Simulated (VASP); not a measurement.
Runs of VASP 6.6.1 on Ga4SbP3. The structure is that of space group P-4m2 (No. 115), or close to it. The cells are those of the table. 

```csv
level,cell,gap on the mesh (eV),pressure (GPa),largest force (eV/Å)
PBE,"a = 3.978, b = 3.978, c = 11.241 Å, 8 atoms",0.67,(d),0.05
r2SCAN,"a = 3.936, b = 3.936, c = 11.123 Å, 8 atoms",(a),2.5,0.06
PBE,"a = 4.018, b = 4.018, c = 11.356 Å, 8 atoms",0.50,0.0,0.01
PBE,"a = 4.058, b = 4.058, c = 11.468 Å, 8 atoms",0.32,-1.8,0.03
r2SCAN,"a = 3.895, b = 3.895, c = 11.007 Å, 8 atoms",1.04,5.5,0.12
PBE,"a = 4.097, b = 4.097, c = 11.578 Å, 8 atoms",(c),-3.4,0.05
PBE,"a = 3.976, b = 3.976, c = 11.236 Å, 8 atoms",0.68,2.3,0.07
r2SCAN,"a = 3.976, b = 3.976, c = 11.236 Å, 8 atoms",1.04,0.0,0.01
PBE,"a = 3.936, b = 3.936, c = 11.124 Å, 8 atoms",0.79,(b),0.10
```

Alike in all rows: task single point; potentials or basis VASP PAW PBE potentials, release 64 (P, Ga_d, Sb); no spin polarisation; k mesh 6 × 6 × 2; cutoff (eV) 520; smearing gaussian 0.01 eV.

Problem. Fill in the values left out.

Solution. (a) 1.09; (b) 4.8; (c) 0.14; (d) 2.2.

Caveats: spin-orbit coupling is left out, which moves the levels of the heavy elements; the PAW data sets were made with another functional, which shifts forces and pressure a little (at least some runs); the cell stands under pressure (at least some runs); the cell stands under tension (at least some runs).

A k mesh can miss the band edges, and the runs leave out spin-orbit coupling on Ga, Sb.
